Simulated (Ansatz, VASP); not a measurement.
# One calculation of Ca7TiO8, two programs

INCAR

```
PREC = Accurate
ENCUT = 520
EDIFF = 1E-7
ISMEAR = 0
SIGMA = 0.05
LREAL = Auto
LASPH = True
NELM = 150
ALGO = Normal
ISIF = 2
LWAVE = False
LCHARG = False
LMAXMIX = 4
LDAU = True
LDAUTYPE = 2
LDAUL = 2 -1 -1
LDAUU = 3 0 0
LDAUJ = 0 0 0
LDAUPRINT = 1
GGA = PS
NBANDS = 79
```

File KPOINTS:

```
Automatic mesh
0
Gamma
  3 3 3
```

Contents of POSCAR:

```
Ca7TiO8
1.0
    0.0000000000      4.8150000000      4.8150000000
    4.8150000000      0.0000000000      4.8150000000
    4.8150000000      4.8150000000      0.0000000000
Ti Ca O
1 7 8
Direct
    0.0000000000      0.0000000000      1.0000000000
    0.0000000000      0.0000000000      0.5000000000
    0.0000000000      0.5000000000      0.0000000000
    0.0000000000      0.5000000000      0.5000000000
    0.5000000000      0.0000000000      0.0000000000
    0.5000000000      0.0000000000      0.5000000000
    0.5000000000      0.5000000000      0.0000000000
    0.5000000000      0.5000000000      0.5000000000
    0.2500000000      0.2500000000      0.2500000000
    0.2443079411      0.2443079411      0.7556920589
    0.2443079411      0.7556920589      0.2443079411
    0.2443079411      0.7556920589      0.7556920589
    0.7556920589      0.2443079411      0.2443079411
    0.7556920589      0.2443079411      0.7556920589
    0.7556920589      0.7556920589      0.2443079411
    0.7500000000      0.7500000000      0.7500000000
```

Input for Ansatz:

```yaml
crystal:
  lattice:
    - [0.0, 4.815, 4.815]
    - [4.815, 0.0, 4.815]
    - [4.815, 4.815, 0.0]
  atoms:
    - { symbol: Ti, position: [0.0, 0.0, 1.0] }
    - { symbol: Ca, position: [0.0, 0.0, 0.5] }
    - { symbol: Ca, position: [0.0, 0.5, 0.0] }
    - { symbol: Ca, position: [0.0, 0.5, 0.5] }
    - { symbol: Ca, position: [0.5, 0.0, 0.0] }
    - { symbol: Ca, position: [0.5, 0.0, 0.5] }
    - { symbol: Ca, position: [0.5, 0.5, 0.0] }
    - { symbol: Ca, position: [0.5, 0.5, 0.5] }
    - { symbol: O, position: [0.25, 0.25, 0.25] }
    - { symbol: O, position: [0.2443079411, 0.2443079411, 0.7556920589] }
    - { symbol: O, position: [0.2443079411, 0.7556920589, 0.2443079411] }
    - { symbol: O, position: [0.2443079411, 0.7556920589, 0.7556920589] }
    - { symbol: O, position: [0.7556920589, 0.2443079411, 0.2443079411] }
    - { symbol: O, position: [0.7556920589, 0.2443079411, 0.7556920589] }
    - { symbol: O, position: [0.7556920589, 0.7556920589, 0.2443079411] }
    - { symbol: O, position: [0.75, 0.75, 0.75] }
basis:
  ecutwfc: 420
  ecutrho_ratio: 4
kpoints:
  mp_grid: { grid: [3, 3, 3] }
hamiltonian:
  xc: pbesol
  hubbard: { sites: [{ site: 0, l: d, u_eff: 3.0 }] }
scf:
  occupations: { method: gaussian, width: 0.05 }
  lower_state_search: "off"
  max_iter: 150
output:
  forces: true
  stress: true
  eigenvalues: true
  populations: true
  hubbard: { sites: [{ site: 0, l: d }] }
```

Alike in both runs: task single point; functional PBEsol; k mesh 3 × 3 × 3; occupations gaussian, width 0.05 eV; no spin polarisation; Hubbard terms Ti d U = 3.0 eV.

```csv
,VASP,Ansatz
version,VASP 6.6.1,Ansatz 0.2.0
potentials or method,"VASP PAW PBE potentials, release 64 (Ti_sv, Ca_sv, O), cutoff 520 eV","scalar-relativistic, plane waves, PAW"
valence electrons in the cell,130,130
```

VASP gave:

| Property | Result |
| --- | --- |
| gap on the k mesh at the Fermi level (eV) | none |
| pressure (GPa) | -7.9 |
| rms of the force components (eV/Å) | 0.173 |

Question: Which values does Ansatz return?

Answer: gap on the k mesh at the Fermi level (eV): none; pressure (GPa): -8.4; rms of the force components (eV/Å): 0.163.

VASP's potentials were made for PBE, not for PBEsol. The programs project onto different local orbitals, so the same U acts differently, and such runs can settle in different states. Atom by atom the forces differ by 0.010 eV/Å (rms over components). A gap of «none» marks a metal or a gap that the smearing closes. Ansatz's warnings: filled band counts differ across k points.

The k mesh is coarse, so the values compare programs but aren't converged.
